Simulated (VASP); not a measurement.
# SiO (P4/mmm) in VASP: further runs

Runs on SiO. Level: PBE. Tasks: single point, relaxation of cell and atoms.

Program: VASP 6.6.1. These are calculated values, not measurements. Logs are shortened: lines on timing, memory, paths and dates and some standing lists are left out, and cuts for length are marked.

## Step 1: The cell of the first run

It takes space group P4/mmm (No. 123, tetragonal). The conventional cell has a = 2.668 Å, b = 2.668 Å, c = 3.229 Å, α = 90.00°, β = 90.00°, γ = 90.00°. Within 3.3 Å of Si (site symmetry 4/mmm) lie 8 O at 2.48 Å and 6 Si at 2.67 to 3.23 Å. Within 3.3 Å of O (site symmetry 4/mmm) lie 8 Si at 2.48 Å and 6 O at 2.67 to 3.23 Å.

## Step 2: Single point, PBE

The input, INCAR:

```
SYSTEM = SiO
PREC = Accurate
ENCUT = 520
EDIFF = 1E-7
ISMEAR = 0
SIGMA = 0.1
LREAL = .FALSE.
LASPH = .TRUE.
NELM = 80
ALGO = Normal
ISIF = 2
LWAVE = .FALSE.
LCHARG = .FALSE.
GGA = PE
NBANDS = 12
```

The input, KPOINTS:

```
Automatic mesh
0
G
  6 6 6
  0 0 0
```

The input, POSCAR:

```
SiO
1.0
    2.6675666900      0.0000000000      0.0000000000
    0.0000000000      2.6675666900      0.0000000000
    0.0000000000      0.0000000000      3.2286241700
Si O
1 1
Direct
    0.5000000000      0.5000000000      0.5000000000
    0.0000000000      0.0000000000      0.0000000000
```

Potentials or basis: VASP PAW PBE potentials, release 64 (Si, O).

Run with:

```console
$ cat potpaw_PBE.64/Si/POTCAR potpaw_PBE.64/O/POTCAR > POTCAR
$ mpirun -np 1 vasp_std > vasp.out
```

OUTCAR:

```text
SYSTEM = SiO
   PREC = Accurate
   ENCUT = 520
   EDIFF = 1E-7
   ISMEAR = 0
   LREAL = .FALSE.
   LASPH = .TRUE.
   NELM = 80
   ISIF = 2
   GGA = PE

 ion  position               nearest neighbor table
   1  0.500  0.500  0.500-   2 2.48   2 2.48   2 2.48   2 2.48   2 2.48   2 2.48   2 2.48   2 2.48

   2  0.000  0.000  0.000-   1 2.48   1 2.48   1 2.48   1 2.48   1 2.48   1 2.48   1 2.48   1 2.48

  LATTYP: Found a simple tetragonal cell.
 ALAT       =     2.6675666900
 C/A-ratio  =     1.2103255683

  Lattice vectors:

 A1 = (   2.6675666900,   0.0000000000,   0.0000000000)
 A2 = (   0.0000000000,   2.6675666900,   0.0000000000)
 A3 = (   0.0000000000,   0.0000000000,   3.2286241700)

Analysis of symmetry for initial positions (statically):
=====================================================================
 Subroutine PRICEL returns:
 Original cell was already a primitive cell.

 Routine SETGRP: Setting up the symmetry group for a
 simple tetragonal supercell.

 Subroutine GETGRP returns: Found 16 space group operations
 (whereof 16 operations were pure point group operations)
 out of a pool of 16 trial point group operations.

The static configuration has the point symmetry D_4h.

Analysis of symmetry for dynamics (positions and initial velocities):
=====================================================================
 Subroutine PRICEL returns:
 Original cell was already a primitive cell.

 Routine SETGRP: Setting up the symmetry group for a
 simple tetragonal supercell.

 Subroutine GETGRP returns: Found 16 space group operations
 (whereof 16 operations were pure point group operations)
 out of a pool of 16 trial point group operations.

The dynamic configuration has the point symmetry D_4h.

 Subroutine INISYM returns: Found 16 space group operations
 (whereof 16 operations are pure point group operations),
 and found     1 'primitive' translations

----------------------------------------------------------------------------------------

                                     Primitive cell

  volume of cell :      22.9746

  direct lattice vectors                    reciprocal lattice vectors
     2.667566690  0.000000000  0.000000000     0.374873477  0.000000000  0.000000000
     0.000000000  2.667566690  0.000000000     0.000000000  0.374873477  0.000000000
     0.000000000  0.000000000  3.228624170     0.000000000  0.000000000  0.309729454

  length of vectors
     2.667566690  2.667566690  3.228624170     0.374873477  0.374873477  0.309729454

  position of ions in fractional coordinates (direct lattice)
     0.500000000  0.500000000  0.500000000
     0.000000000  0.000000000  0.000000000

  ion indices of the primitive-cell ions
   primitive index   ion index
                 1           1
                 2           2

----------------------------------------------------------------------------------------

 KPOINTS: Automatic mesh

Automatic generation of k-mesh.
 Grid dimensions read from file:
 generate k-points for:    6    6    6

 Generating k-lattice:

  Cartesian coordinates                     Fractional coordinates (reciprocal lattice)
     0.062478913  0.000000000  0.000000000     0.166666667  0.000000000  0.000000000
     0.000000000  0.062478913  0.000000000     0.000000000  0.166666667  0.000000000
     0.000000000  0.000000000  0.051621576     0.000000000  0.000000000  0.166666667

  Length of vectors
     0.062478913  0.062478913  0.051621576

  Shift w.r.t. Gamma in fractional coordinates (k-lattice)
     0.000000000  0.000000000  0.000000000

 Subroutine IBZKPT returns following result:
 ===========================================

 Found     40 irreducible k-points:

 Following reciprocal coordinates:
            Coordinates               Weight
  0.000000  0.000000  0.000000      1.000000
  0.166667  0.000000  0.000000      4.000000
  0.333333  0.000000  0.000000      4.000000
  0.500000  0.000000  0.000000      2.000000
  0.166667  0.166667  0.000000      4.000000
  0.333333  0.166667  0.000000      8.000000
[... 16 lines left out ...]
  0.333333  0.000000  0.333333      8.000000
  0.500000  0.000000  0.333333      4.000000
 [... further k-points ...]
   k-points           NKPTS =     40   k-points in BZ     NKDIM =     40   number of bands    NBANDS=     12
   number of dos      NEDOS =    301   number of ions     NIONS =      2
   total plane-waves  NPLWV =   9600
   dimension x,y,z NGX =    20 NGY =   20 NGZ =   24
   dimension x,y,z NGXF=    40 NGYF=   40 NGZF=   48
   ions per type =               1   1
   NGX,Y,Z   is equivalent  to a cutoff of  12.46, 12.46, 12.36 a.u.
   NGXF,Y,Z  is equivalent  to a cutoff of  24.93, 24.93, 24.72 a.u.
 SYSTEM =  SiO
   PREC   = accura    normal or accurate (medium, high low for compatibility)
   ISTART =      0    job   : 0-new  1-cont  2-samecut
   ICHARG =      2    charge: 1-file 2-atom 10-const
   ISPIN  =      1    spin polarized calculation?
   LNONCOLLINEAR =      F non collinear calculations
   LSORBIT =      F    spin-orbit coupling
   LASPH  =      T    aspherical Exc in radial PAW
   ENCUT  =  520.0 eV  38.22 Ry    6.18 a.u.   4.96  4.96  6.00*2*pi/ulx,y,z
   NELM   =     80;   NELMIN=  2; NELMDL= -5     # of ELM steps
   EDIFF  = 0.1E-06   stopping-criterion for ELM
   LREAL  =      F    real-space projection
   EDIFFG = 0.1E-05   stopping-criterion for IOM
   NSW    =      0    number of steps for IOM
   IBRION =     -1    ionic relax: 0-MD 1-quasi-New 2-CG
   NFREE  =      0    steps in history (QN), initial steepest desc. (CG)
   ISIF   =      2    stress and relaxation
   ISYM   =      2    0-nonsym 1-usesym 2-fastsym
   POTIM  = 0.5000    time-step for ionic-motion
   TEBEG  =    0.0;   TEEND  =   0.0 temperature during run
   PSTRESS=    0.0 pullay stress
   NELECT =      10.0000    total number of electrons
   NUPDOWN=      -1.0000    fix difference up-down
   EMIN   =  10.00;   EMAX   =-10.00  energy-range for DOS
   EFERMI =   0.00;   METHOD = LEGACY
   ISMEAR =     0;   SIGMA  =   0.10  broadening in eV -4-tet -1-fermi 0-gaus
   EFERMI_NEDOS =   21; number of points for ismear=-14 and -15
   IALGO  =     38    algorithm
   IMIX   =      4    mixing-type and parameters
     AMIX     =   0.40;   BMIX     =  1.00
     AMIX_MAG =   1.60;   BMIX_MAG =  1.00
  volume/ion in A,a.u.               =      11.49        77.52
  Fermi-wavevector in a.u.,A,eV,Ry     =   1.240677  2.344540 20.943175  1.539280
  Thomas-Fermi vector in A             =   2.375108
   LORBIT       =      0    0 simple, 1 ext, 2 COOP (PROOUT), +10 PAW based schemes
   GGA     = PE    functional components
   LHFCALC =     F    Hartree Fock is set to
   AEXX    =    0.0000 exact exchange contribution
   IVDW    =     0    specifies the selected vdW correction
   LEPSILON=     F    determine dielectric tensor
   LRPA    =     F    only Hartree local field effects (RPA)
 non-spin polarized calculation
 Gauss-broadening in eV      SIGMA  =   0.10
  energy-cutoff  :      520.00
  volume of cell :       22.97
 maximum number of plane-waves:       632
 NGX is ok and might be reduce to    20
   NGX =  9   NGY =  9   NGZ = 13

 number of electron      10.0000000 magnetization

 number of electron       9.9999995 magnetization

 Free energy of the ion-electron system (eV)
  ---------------------------------------------------
  ext. energy  EPLUGINS =         0.00000000
  ---------------------------------------------------
  free energy    TOTEN  =       -10.20190274 eV

  energy without entropy =      -10.19570485  energy(sigma->0) =      -10.19880379

 E-fermi :   7.1427     XC(G=0): -11.2659

 val. band max:        7.1226345951   @ k =   0.5000   0.1667   0.0000
 cond. band min:       7.1668027632   @ k =   0.5000   0.0000   0.1667
 fundamental gap:      0.0441681681
 Fermi energy:         7.1426996871

 k-point     1 :       0.0000    0.0000    0.0000
  band No.  band energies     occupation
      1     -11.8932      2.00000
      2      -0.2752      2.00000
      3       2.7755      2.00000
      4       5.4467      2.00000
      5       5.4467      2.00000
      6      13.5302      0.00000
      7      13.7398      0.00000
      8      14.5157      0.00000
      9      16.2483      0.00000
     10      16.2483      0.00000
     11      25.4990      0.00000
     12      25.4990      0.00000

 k-point     2 :       0.1667    0.0000    0.0000
  band No.  band energies     occupation
      1     -11.6128      2.00000
      2      -0.4344      2.00000
      3       3.0783      2.00000
      4       4.6863      2.00000
      5       5.6030      2.00000
      6      12.0495      0.00000
      7      13.2990      0.00000
      8      14.3190      0.00000
      9      16.3528      0.00000
     10      19.2842      0.00000
     11      23.5957      0.00000
     12      25.9336      0.00000

 k-point     3 :       0.3333    0.0000    0.0000
  band No.  band energies     occupation
      1     -10.9596      2.00000
      2      -1.3070      2.00000
      3       3.8013      2.00000
      4       4.4521      2.00000
      5       5.9378      2.00000
      6       9.2483      0.00000
      7      12.1603      0.00000
      8      15.8399      0.00000
      9      16.5732      0.00000
     10      21.7970      0.00000
     11      23.3476      0.00000
     12      24.2741      0.00000

 k-point     4 :       0.5000    0.0000    0.0000
  band No.  band energies     occupation
      1     -10.5655      2.00000
      2      -1.9913      2.00000
      3       4.2546      2.00000
      4       5.1605      2.00000
      5       6.1181      2.00000
      6       7.5708      0.00000
      7      11.4429      0.00000
      8      16.6901      0.00000
      9      17.0474      0.00000
     10      21.2929      0.00000
     11      22.1354      0.00000
     12      23.1977      0.00000

 k-point     5 :       0.1667    0.1667    0.0000
  band No.  band energies     occupation
      1     -11.3467      2.00000
      2      -0.4283      2.00000
      3       3.3648      2.00000
      4       4.1303      2.00000
      5       5.5605      2.00000
      6      12.0046      0.00000
      7      12.5081      0.00000
      8      13.1032      0.00000
      9      17.4246      0.00000
     10      21.5536      0.00000
     11      22.3114      0.00000
     12      23.6231      0.00000
[... 228 lines left out ...]
      1     -11.3599      2.00000
      2      -3.1842      2.00000
      3       5.7146      2.00000
      4       5.7146      2.00000
      5       6.0290      2.00000
      6       9.9397      0.00000
      7      15.2729      0.00000
      8      15.2729      0.00000
      9      15.3309      0.00000
     10      18.9084      0.00000
     11      24.1684      0.00000
     12      25.4897      0.00000

 k-point    22 :       0.1667    0.0000    0.3333
  band No.  band energies     occupation
      1     -11.1241      2.00000
      2      -2.7171      2.00000
      3       3.6062      2.00000
      4       5.8462      2.00000
      5       6.9557      1.99183
      6       9.9016      0.00000
      7      11.8680      0.00000
      8      15.6452      0.00000
      9      17.9392      0.00000
     10      21.3330      0.00000
     11      21.9774      0.00000
     12      24.9504      0.00000

 k-point    23 :       0.3333    0.0000    0.3333
  band No.  band energies     occupation
      1     -10.5904      2.00000
      2      -1.4614      2.00000
      3       1.4565      2.00000
      4       5.3531      2.00000
      5       6.1238      2.00000
      6       9.1514      0.00000
      7      12.1483      0.00000
      8      16.6407      0.00000
      9      18.9774      0.00000
     10      19.4778      0.00000
     11      23.2221      0.00000
     12      24.9919      0.00000

 k-point    24 :       0.5000    0.0000    0.3333
  band No.  band energies     occupation
      1     -10.2822      2.00000
      2      -0.5897      2.00000
      3       0.8846      2.00000
      4       3.4638      2.00000
      5       6.2707      2.00000
      6       9.2869      0.00000
      7      12.7119      0.00000
      8      17.4313      0.00000
      9      17.6844      0.00000
     10      20.5356      0.00000
     11      21.8249      0.00000
     12      24.2653      0.00000

 [... further k-points ...]
[... 5 lines left out ...]
  --------------------------------------------------------------------------------------
  -------------------------------------------------------------------------------------
  Total       -0.0700157     -0.0700157     -3.1260506      0.0000000     -0.0000000      0.0000000
  in kB       -4.8826774     -4.8826774   -218.0010150      0.0000000     -0.0000000      0.0000000
  external PRESSURE =     -75.9221233 kB  Pullay stress =       0.0000000 kB

 VOLUME and BASIS-vectors are now :
 -----------------------------------------------------------------------------
  energy-cutoff  :      520.00
  volume of cell :       22.97
      direct lattice vectors                 reciprocal lattice vectors
     2.667566690  0.000000000  0.000000000     0.374873477  0.000000000  0.000000000
     0.000000000  2.667566690  0.000000000     0.000000000  0.374873477  0.000000000
     0.000000000  0.000000000  3.228624170     0.000000000  0.000000000  0.309729454

 POSITION                                       TOTAL-FORCE (eV/Angst)
 -----------------------------------------------------------------------------------
      1.33378      1.33378      1.61431         0.000000      0.000000      0.000000
      0.00000      0.00000      0.00000         0.000000      0.000000      0.000000
 -----------------------------------------------------------------------------------
    total drift:                               -0.000000      0.000000     -0.000000

  FREE ENERGIE OF THE ION-ELECTRON SYSTEM (eV)
  ---------------------------------------------------
  free  energy   TOTEN  =       -10.2019027434 eV

  energy  without entropy=      -10.1957048456  energy(sigma->0) =      -10.19880379
```

Wall time 12 s (1 thread of AMD EPYC 7R13, shared host); peak memory 0.1 GiB.

Results:

- Free energy: -10.2019 eV
- Pressure: -7.6 GPa
- Band gap on the k mesh: zero (band 5 reaches 7.88 eV, above the bottom of band 6 at 6.05 eV)

Caveat: the k points lie up to 0.39 Å⁻¹ apart.

## Step 3: Relaxation of cell and atoms, PBE

The input, INCAR:

```
PREC     = Accurate       # precision mode
ENCUT    = 600            # plane-wave cutoff, eV
EDIFF    = 1E-7           # SCF threshold, eV
ISMEAR   = 0              # smearing method
SIGMA    = 0.1            # smearing width, eV
LREAL    = False          # projectors in reciprocal space
LASPH    = True           # aspherical terms in the spheres
NELM     = 60             # most SCF steps
ALGO     = Normal         # electronic algorithm
ISIF     = 3              # what is computed and relaxed
LWAVE    = False          # write WAVECAR
LCHARG   = False          # write CHGCAR
GGA      = PE             # functional
IBRION   = 2              # ionic algorithm
NSW      = 90             # ionic steps
EDIFFG   = -0.04          # ionic threshold
```

The input, KPOINTS:

```
Automatic mesh
0
Gamma
  6 6 6
```

POSCAR is that of step 2.

Potentials or basis: VASP PAW PBE potentials, release 64 (Si, O).

Run with:

```console
$ cat potpaw_PBE.64/Si/POTCAR potpaw_PBE.64/O/POTCAR > POTCAR
$ mpirun -np 1 vasp_std > vasp.out
```

OUTCAR:

```text
PREC = Accurate
   ENCUT = 600
   EDIFF = 1E-7
   ISMEAR = 0
   LREAL = False
   LASPH = True
   NELM = 60
   ISIF = 3
   GGA = PE
   IBRION = 2
   NSW = 90
   EDIFFG = -0.04

 ion  position               nearest neighbor table
   1  0.500  0.500  0.500-   2 2.48   2 2.48   2 2.48   2 2.48   2 2.48   2 2.48   2 2.48   2 2.48

   2  0.000  0.000  0.000-   1 2.48   1 2.48   1 2.48   1 2.48   1 2.48   1 2.48   1 2.48   1 2.48

  LATTYP: Found a simple tetragonal cell.
 ALAT       =     2.6675666900
 C/A-ratio  =     1.2103255683

  Lattice vectors:

 A1 = (   2.6675666900,   0.0000000000,   0.0000000000)
 A2 = (   0.0000000000,   2.6675666900,   0.0000000000)
 A3 = (   0.0000000000,   0.0000000000,   3.2286241700)

Analysis of symmetry for initial positions (statically):
=====================================================================
[... 435 lines left out ...]

 E-fermi :   7.9673     XC(G=0): -11.4187

 val. band max:        7.8945164755   @ k =   0.1667   0.0000   0.5000
 cond. band min:       8.0128925133   @ k =   0.5000   0.1667   0.0000
 fundamental gap:      0.1183760377
 Fermi energy:         7.9672939058

 k-point     1 :       0.0000    0.0000    0.0000
  band No.  band energies     occupation
      1     -11.7831      2.00000
      2       1.0415      2.00000
      3       4.5484      2.00000
      4       4.8946      2.00000
      5       4.8946      2.00000
      6      13.8591      0.00000
      7      14.1075      0.00000
      8      15.8135      0.00000
      9      16.2263      0.00000
[... 265 lines left out ...]
 k-point    24 :       0.5000    0.0000    0.3333
  band No.  band energies     occupation
      1     -10.0644      2.00000
      2      -0.5904      2.00000
      3       1.6225      2.00000
      4       4.8381      2.00000
      5       6.0119      2.00000
      6      10.7337      0.00000
      7      12.1689      0.00000
      8      16.3977      0.00000
      9      17.8765      0.00000

 [... further k-points ...]
[... 5 lines left out ...]
  --------------------------------------------------------------------------------------
  -------------------------------------------------------------------------------------
  Total        0.0404270      0.0404270     -0.0004236      0.0000000     -0.0000000      0.0000000
  in kB        2.9125101      2.9125101     -0.0305193      0.0000000     -0.0000000      0.0000000
  external PRESSURE =       1.9315003 kB  Pullay stress =       0.0000000 kB
[... 17 lines left out ...]
  FREE ENERGIE OF THE ION-ELECTRON SYSTEM (eV)
  ---------------------------------------------------
  free  energy   TOTEN  =       -10.3737028163 eV

  energy  without entropy=      -10.3714244084  energy(sigma->0) =      -10.37256361

 reached required accuracy - stopping structural energy minimisation
```

Run time: 60 s. Hardware: 1 thread of AMD EPYC 7R13, shared host; peak memory 0.12 GiB.

What came out:

| Property | Result |
| --- | --- |
| Free energy | -10.3737 eV |
| Relaxed volume | 11.12 Å³/atom |
| Relaxed cell | a = 2.790 Å, b = 2.790 Å, c = 2.857 Å, α = 90.00°, β = 90.00°, γ = 90.00° |
| Space group after relaxing (to 0.05 Å) | P4/mmm (No. 123) |
| Energy gained by relaxing | 85.2 meV/atom |
| Ionic steps | 8 |
| Pressure after relaxing | 0.2 GPa |
| Band gap on the k mesh | zero (band 5 reaches 8.01 eV, above the bottom of band 6 at 7.09 eV) |

The path:
```tsv
step	energy change (eV)	largest force (eV/Å)	pressure (GPa)	volume (Å³)
1	0.0000	0.0000	-7.70	22.97
2	-0.1252	0.0000	4.58	21.15
3	-0.1252	0.0000	4.43	21.17
4	-0.1557	0.0000	1.55	21.78
5	-0.1668	0.0000	-2.44	22.72
6	-0.1679	0.0000	-1.63	22.51
7	-0.1680	0.0000	-1.45	22.47
8	-0.1705	0.0000	0.19	22.24
```

Final structure:
```yaml
crystal:
  lattice:
    - [2.78985, 0.00000, 0.00000]
    - [0.00000, 2.78985, 0.00000]
    - [0.00000, 0.00000, 2.85728]
  atoms:
    - { symbol: Si, position: [0.50000, 0.50000, 0.50000] }
    - { symbol: O, position: [0.00000, 0.00000, 0.00000] }
```

Levels at points of the mesh, in eV from the Fermi level:
```csv
k point,band 2,band 3,band 4,band 5,band 6,band 7,band 8,band 9
"(0.00, 0.00, 0.00)",-6.93,-3.42,-3.07,-3.07,5.89,6.14,7.85,8.26
"(0.50, 0.00, 0.00)",-10.32,-2.55,-2.30,-1.10,0.98,6.34,7.09,8.54
"(0.50, 0.50, 0.00)",-6.99,-6.99,-4.93,-1.99,3.83,3.83,8.04,8.74
"(0.00, 0.00, 0.50)",-10.56,-2.35,-2.35,-0.78,1.01,6.85,6.85,8.44
"(0.50, 0.00, 0.50)",-7.11,-7.06,-5.31,-1.83,3.89,4.21,8.51,9.22
"(0.50, 0.50, 0.50)",-4.90,-4.90,-4.85,-0.89,-0.88,-0.88,-0.55,12.39
```

Caveat: the k points lie up to 0.38 Å⁻¹ apart in the final cell.
